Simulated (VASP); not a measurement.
# CsI (Pm-3m) in VASP: settings compared

CsI is run at these levels: RPBE, r2SCAN+rVV10; tasks: single point, relaxation of cell and atoms.

Everything below comes from runs of VASP 6.6.1. Logs are shortened: lines on timing, memory, paths and dates and some standing lists are left out, and cuts for length are marked.

## Step 1: The cell of the first run

It takes space group Pm-3m (No. 221, cubic). Conventional cell: a = 4.866 Å, b = 4.866 Å, c = 4.866 Å, α = 90.00°, β = 90.00°, γ = 90.00°. Cs (site symmetry m-3m) has 8 I at 4.21 Å and 6 Cs at 4.87 Å within 5.5 Å. I (site symmetry m-3m) has 8 Cs at 4.21 Å and 6 I at 4.87 Å within 5.5 Å.

## Step 2: Single point, RPBE

Input file INCAR:

```
ALGO = Normal ; EDIFF = 1E-6
ENCUT = 500 ; GGA = RP
GGA_COMPAT = False ; ISIF = 2
ISMEAR = -1 ; LASPH = True
LCHARG = True ; LELF = True
LREAL = False ; LVHAR = True
LWAVE = False ; NBANDS = 15
NELM = 120 ; PREC = Accurate
SIGMA = 0.05
```

Input file KPOINTS:

```
k-points
0
Gamma
  6 6 6
```

Input file POSCAR:

```
CsI
1.0
    4.8659546258      0.0000000000      0.0000000000
    0.0000000000      4.8659546258      0.0000000000
    0.0000000000      0.0000000000      4.8659546258
Cs I
1 1
Direct
    0.0000000000      0.0000000000      0.0000000000
    0.5000000000      0.5000000000      0.5000000000
```

Potentials or basis: VASP PAW PBE potentials, release 64 (Cs_sv, I).

Run with:

```bash
cat potpaw_PBE.64/Cs_sv/POTCAR potpaw_PBE.64/I/POTCAR > POTCAR
mpirun -np 1 vasp_std > vasp.out
```

OUTCAR:

```text
EDIFF = 1E-6
   ENCUT = 500
   GGA = RP
   ISIF = 2
   ISMEAR = -1
   LASPH = True
   LREAL = False
   NELM = 120
   PREC = Accurate

 ion  position               nearest neighbor table
   1  0.000  0.000  0.000-
   2  0.500  0.500  0.500-

  LATTYP: Found a simple cubic cell.
 ALAT       =     4.8659546258

  Lattice vectors:

 A1 = (   4.8659546258,   0.0000000000,   0.0000000000)
 A2 = (   0.0000000000,   4.8659546258,   0.0000000000)
 A3 = (   0.0000000000,   0.0000000000,   4.8659546258)

Analysis of symmetry for initial positions (statically):
=====================================================================
 Subroutine PRICEL returns:
 Original cell was already a primitive cell.

 Routine SETGRP: Setting up the symmetry group for a
 simple cubic supercell.

 Subroutine GETGRP returns: Found 48 space group operations
 (whereof 48 operations were pure point group operations)
 out of a pool of 48 trial point group operations.

The static configuration has the point symmetry O_h .

Analysis of symmetry for dynamics (positions and initial velocities):
=====================================================================
 Subroutine PRICEL returns:
 Original cell was already a primitive cell.

 Routine SETGRP: Setting up the symmetry group for a
 simple cubic supercell.

 Subroutine GETGRP returns: Found 48 space group operations
 (whereof 48 operations were pure point group operations)
 out of a pool of 48 trial point group operations.

The dynamic configuration has the point symmetry O_h .

 Subroutine INISYM returns: Found 48 space group operations
 (whereof 48 operations are pure point group operations),
 and found     1 'primitive' translations

----------------------------------------------------------------------------------------

                                     Primitive cell

  volume of cell :     115.2137

  direct lattice vectors                    reciprocal lattice vectors
     4.865954626  0.000000000  0.000000000     0.205509520  0.000000000  0.000000000
     0.000000000  4.865954626  0.000000000     0.000000000  0.205509520  0.000000000
     0.000000000  0.000000000  4.865954626     0.000000000  0.000000000  0.205509520

  length of vectors
     4.865954626  4.865954626  4.865954626     0.205509520  0.205509520  0.205509520

  position of ions in fractional coordinates (direct lattice)
     0.000000000  0.000000000  0.000000000
     0.500000000  0.500000000  0.500000000

  ion indices of the primitive-cell ions
   primitive index   ion index
                 1           1
                 2           2

----------------------------------------------------------------------------------------

 KPOINTS: k-points

Automatic generation of k-mesh.
 Grid dimensions read from file:
 generate k-points for:    6    6    6

 Generating k-lattice:

  Cartesian coordinates                     Fractional coordinates (reciprocal lattice)
     0.034251587  0.000000000  0.000000000     0.166666667  0.000000000  0.000000000
     0.000000000  0.034251587  0.000000000     0.000000000  0.166666667  0.000000000
     0.000000000  0.000000000  0.034251587     0.000000000  0.000000000  0.166666667

  Length of vectors
     0.034251587  0.034251587  0.034251587

  Shift w.r.t. Gamma in fractional coordinates (k-lattice)
     0.000000000  0.000000000  0.000000000

 Subroutine IBZKPT returns following result:
 ===========================================

 Found     20 irreducible k-points:

 Following reciprocal coordinates:
            Coordinates               Weight
  0.000000  0.000000  0.000000      1.000000
  0.166667  0.000000  0.000000      6.000000
  0.333333  0.000000  0.000000      6.000000
  0.500000  0.000000  0.000000      3.000000
  0.166667  0.166667  0.000000     12.000000
  0.333333  0.166667  0.000000     24.000000
[... 12 lines left out ...]
  0.500000  0.500000  0.333333      6.000000
  0.500000  0.500000  0.500000      1.000000
   k-points           NKPTS =     20   k-points in BZ     NKDIM =     20   number of bands    NBANDS=     15
   number of dos      NEDOS =    301   number of ions     NIONS =      2
   total plane-waves  NPLWV =  46656
   dimension x,y,z NGX =    36 NGY =   36 NGZ =   36
   dimension x,y,z NGXF=    72 NGYF=   72 NGZF=   72
   ions per type =               1   1
   NGX,Y,Z   is equivalent  to a cutoff of  12.30, 12.30, 12.30 a.u.
   NGXF,Y,Z  is equivalent  to a cutoff of  24.60, 24.60, 24.60 a.u.
 SYSTEM =  unknown system
   PREC   = accura    normal or accurate (medium, high low for compatibility)
   ISTART =      0    job   : 0-new  1-cont  2-samecut
   ICHARG =      2    charge: 1-file 2-atom 10-const
   ISPIN  =      1    spin polarized calculation?
   LNONCOLLINEAR =      F non collinear calculations
   LSORBIT =      F    spin-orbit coupling
   LASPH  =      T    aspherical Exc in radial PAW
   ENCUT  =  500.0 eV  36.75 Ry    6.06 a.u.   8.87  8.87  8.87*2*pi/ulx,y,z
   NELM   =    120;   NELMIN=  2; NELMDL= -5     # of ELM steps
   EDIFF  = 0.1E-05   stopping-criterion for ELM
   LREAL  =      F    real-space projection
   EDIFFG = 0.1E-04   stopping-criterion for IOM
   NSW    =      0    number of steps for IOM
   IBRION =     -1    ionic relax: 0-MD 1-quasi-New 2-CG
   NFREE  =      0    steps in history (QN), initial steepest desc. (CG)
   ISIF   =      2    stress and relaxation
   ISYM   =      2    0-nonsym 1-usesym 2-fastsym
   POTIM  = 0.5000    time-step for ionic-motion
   TEBEG  =    0.0;   TEEND  =   0.0 temperature during run
   PSTRESS=    0.0 pullay stress
   NELECT =      16.0000    total number of electrons
   NUPDOWN=      -1.0000    fix difference up-down
   EMIN   =  10.00;   EMAX   =-10.00  energy-range for DOS
   EFERMI =   0.00;   METHOD = LEGACY
   ISMEAR =    -1;   SIGMA  =   0.05  broadening in eV -4-tet -1-fermi 0-gaus
   EFERMI_NEDOS =   21; number of points for ismear=-14 and -15
   IALGO  =     38    algorithm
   IMIX   =      4    mixing-type and parameters
     AMIX     =   0.40;   BMIX     =  1.00
     AMIX_MAG =   1.60;   BMIX_MAG =  1.00
  volume/ion in A,a.u.               =      57.61       388.75
  Fermi-wavevector in a.u.,A,eV,Ry     =   0.847774  1.602061  9.778790  0.718721
  Thomas-Fermi vector in A             =   1.963333
   LORBIT       =      0    0 simple, 1 ext, 2 COOP (PROOUT), +10 PAW based schemes
   GGA     = RP    functional components
   LHFCALC =     F    Hartree Fock is set to
   AEXX    =    0.0000 exact exchange contribution
   IVDW    =     0    specifies the selected vdW correction
   LEPSILON=     F    determine dielectric tensor
   LRPA    =     F    only Hartree local field effects (RPA)
 non-spin polarized calculation
  energy-cutoff  :      500.00
  volume of cell :      115.21
 maximum number of plane-waves:      2968
 NGX is ok and might be reduce to    36
   NGX = 17   NGY = 17   NGZ = 17

 number of electron      16.0000006 magnetization

 Free energy of the ion-electron system (eV)
  ---------------------------------------------------
  ext. energy  EPLUGINS =         0.00000000
  ---------------------------------------------------
  free energy    TOTEN  =        -5.08178077 eV

  energy without entropy =       -5.08178077  energy(sigma->0) =       -5.08178077

 E-fermi :   1.0957     XC(G=0):  -6.6888

 val. band max:       -0.0559530301   @ k =   0.5000   0.5000   0.0000
 cond. band min:       3.5780843907   @ k =   0.0000   0.0000   0.0000
 fundamental gap:      3.6340374208
 Fermi energy:         1.0957462829

 k-point     1 :       0.0000    0.0000    0.0000
  band No.  band energies     occupation
      1     -20.8035      2.00000
      2     -10.4130      2.00000
      3      -7.5374      2.00000
      4      -7.5374      2.00000
      5      -7.5374      2.00000
      6      -0.1512      2.00000
      7      -0.1512      2.00000
      8      -0.1512      2.00000
      9       3.5781      0.00000
     10       4.5179      0.00000
     11       4.5179      0.00000
     12       7.3241      0.00000
     13       7.3241      0.00000
     14       7.3241      0.00000
     15       9.6121      0.00000

 k-point     2 :       0.1667    0.0000    0.0000
  band No.  band energies     occupation
      1     -20.8011      2.00000
      2     -10.4107      2.00000
      3      -7.5631      2.00000
      4      -7.5308      2.00000
      5      -7.5308      2.00000
      6      -0.4578      2.00000
      7      -0.1645      2.00000
      8      -0.1645      2.00000
      9       4.0479      0.00000
     10       4.6549      0.00000
     11       4.9322      0.00000
     12       7.2633      0.00000
     13       7.2633      0.00000
     14       7.4202      0.00000
     15       8.7451      0.00000

 k-point     3 :       0.3333    0.0000    0.0000
  band No.  band energies     occupation
      1     -20.7963      2.00000
      2     -10.4067      2.00000
      3      -7.6109      2.00000
      4      -7.5174      2.00000
      5      -7.5174      2.00000
      6      -0.9449      2.00000
      7      -0.1920      2.00000
      8      -0.1920      2.00000
      9       5.0211      0.00000
     10       5.0641      0.00000
     11       5.8076      0.00000
     12       7.2497      0.00000
     13       7.2497      0.00000
     14       7.5744      0.00000
     15       7.6503      0.00000
[... 271 lines left out ...]
 k-point    19 :       0.5000    0.5000    0.3333
  band No.  band energies     occupation
      1     -20.7783      2.00000
      2     -10.2728      2.00000
      3      -7.6849      2.00000
      4      -7.6849      2.00000
      5      -7.6296      2.00000
      6      -0.8798      2.00000
      7      -0.8798      2.00000
      8      -0.7420      2.00000
      9       5.8526      0.00000
     10       6.3806      0.00000
     11       6.3806      0.00000
     12       6.5293      0.00000
     13       7.6987      0.00000
     14       7.6987      0.00000
     15       8.7406      0.00000

 k-point    20 :       0.5000    0.5000    0.5000
  band No.  band energies     occupation
      1     -20.7760      2.00000
      2     -10.2588      2.00000
      3      -7.6738      2.00000
      4      -7.6738      2.00000
      5      -7.6738      2.00000
      6      -0.9269      2.00000
      7      -0.9269      2.00000
      8      -0.9269      2.00000
      9       6.7739      0.00000
     10       6.7739      0.00000
     11       6.7739      0.00000
     12       7.0922      0.00000
     13       7.0922      0.00000
     14       7.0922      0.00000
     15       8.7641      0.00000

------------------------ aborting loop because EDIFF is reached ----------------------------------------

  FORCE on cell =-STRESS in cart. coord.  units (eV):
  Direction    XX          YY          ZZ          XY          YZ          ZX
  --------------------------------------------------------------------------------------
  -------------------------------------------------------------------------------------
  Total        0.0206562      0.0206562      0.0206562     -0.0000000      0.0000000      0.0000000
  in kB        0.2872478      0.2872478      0.2872478     -0.0000000      0.0000000      0.0000000
  external PRESSURE =       0.2872478 kB  Pullay stress =       0.0000000 kB

 VOLUME and BASIS-vectors are now :
 -----------------------------------------------------------------------------
  energy-cutoff  :      500.00
  volume of cell :      115.21
      direct lattice vectors                 reciprocal lattice vectors
     4.865954626  0.000000000  0.000000000     0.205509520  0.000000000  0.000000000
     0.000000000  4.865954626  0.000000000     0.000000000  0.205509520  0.000000000
     0.000000000  0.000000000  4.865954626     0.000000000  0.000000000  0.205509520

 POSITION                                       TOTAL-FORCE (eV/Angst)
 -----------------------------------------------------------------------------------
      0.00000      0.00000      0.00000         0.000000      0.000000      0.000000
      2.43298      2.43298      2.43298         0.000000      0.000000      0.000000
 -----------------------------------------------------------------------------------
    total drift:                               -0.000000      0.000000      0.000000

  FREE ENERGIE OF THE ION-ELECTRON SYSTEM (eV)
  ---------------------------------------------------
  free  energy   TOTEN  =        -5.0817807721 eV

  energy  without entropy=       -5.0817807721  energy(sigma->0) =       -5.08178077
```

It took 48 s on 1 thread of Intel Xeon 8259CL, shared host; peak memory 0.22 GiB.

Results:

- Free energy: -5.0818 eV
- Pressure: 0.0 GPa
- Band gap on the k mesh: 3.63 eV (least direct gap 3.73 eV)

Levels at points of the mesh, in eV from the valence-band top:
```
           k point  band 5  band 6  band 7  band 8  band 9  band 10  band 11  band 12
(0.00, 0.00, 0.00)   -7.48   -0.10   -0.10   -0.10    3.63     4.57     4.57     7.38
(0.50, 0.00, 0.00)   -7.45   -1.09   -0.15   -0.15    5.37     5.99     6.10     7.05
(0.50, 0.50, 0.00)   -7.44   -0.68   -0.68    0.00    4.44     5.00     6.11     6.11
(0.50, 0.50, 0.50)   -7.62   -0.87   -0.87   -0.87    6.83     6.83     6.83     7.15
```

Caveat: the PAW data sets were made with another functional, which shifts forces and pressure a little; spin-orbit coupling is left out, which moves the levels of the heavy elements.

## Step 3: Single point, r2SCAN+rVV10

This run uses another cell than the first one, of 46.65 Å³/atom.

Input file POSCAR:

```
CsI
1.0
    4.5356605151      0.0000000000      0.0000000000
    0.0000000000      4.5356605151      0.0000000000
    0.0000000000      0.0000000000      4.5356605151
Cs I
1 1
Direct
    0.0000000000      0.0000000000      0.0000000000
    0.5000000000      0.5000000000      0.5000000000
```

Input file INCAR.step1:

```
SYSTEM = CsI
  PREC = Accurate
  ENCUT = 550
  ISMEAR = -1
  SIGMA = 0.05
  LREAL = .FALSE.
  LASPH = .TRUE.
  NELM = 120
  NBANDS = 15
  GGA = PE
  ALGO = Normal
  EDIFF = 1E-5
  LWAVE = .TRUE.
  LCHARG = .FALSE.
  GGA_COMPAT = .FALSE.
```

Input file INCAR.step2:

```
SYSTEM = CsI
  PREC = Accurate
  ENCUT = 550
  EDIFF = 1E-6
  ISMEAR = -1
  SIGMA = 0.05
  LREAL = .FALSE.
  LASPH = .TRUE.
  NELM = 120
  ALGO = Normal
  ISIF = 2
  LWAVE = .FALSE.
  LCHARG = .FALSE.
  METAGGA = R2SCAN
  LMIXTAU = .TRUE.
  LUSE_VDW = .TRUE.
  IVDW_NL = 2
  BPARAM = 11.95
  CPARAM = 0.0093
  NBANDS = 15
  ISTART = 1
  GGA_COMPAT = .FALSE.
```

Input file KPOINTS:

```
regular mesh
0
G
  6 6 6
  0 0 0
```

Potentials or basis: VASP PAW PBE potentials, release 64 (Cs_sv, I).

Run with:

```bash
cat potpaw_PBE.64/Cs_sv/POTCAR potpaw_PBE.64/I/POTCAR > POTCAR
cp INCAR.step1 INCAR
mpirun -np 1 vasp_std > vasp.out
cp INCAR.step2 INCAR
mpirun -np 1 vasp_std > vasp.out
```

It took 5.4 min on 1 thread of Intel Xeon 8259CL, shared host; peak memory 0.41 GiB.

Results (log left out):

* Free energy: -52.5072 eV
* Pressure: 0.1 GPa
* Band gap on the k mesh: 4.51 eV (least direct gap 4.60 eV)

Levels at points of the mesh, in eV from the valence-band top:
```
           k point  band 5  band 6  band 7  band 8  band 9  band 10  band 11  band 12
(0.00, 0.00, 0.00)   -7.24   -0.09   -0.09   -0.09    4.51     4.51     4.59     8.43
(0.50, 0.00, 0.00)   -7.17   -1.62   -0.25   -0.25    5.58     7.17     7.28     7.38
(0.50, 0.50, 0.00)   -7.12   -0.90   -0.90    0.00    4.68     5.47     6.64     6.64
(0.50, 0.50, 0.50)   -7.51   -1.39   -1.39   -1.39    7.75     7.75     7.75     8.60
```

Caveat: the PAW data sets were made with another functional, which shifts forces and pressure a little; spin-orbit coupling is left out, which moves the levels of the heavy elements. A k mesh can miss the band edges.

(Part 1 of 2 ends here.)
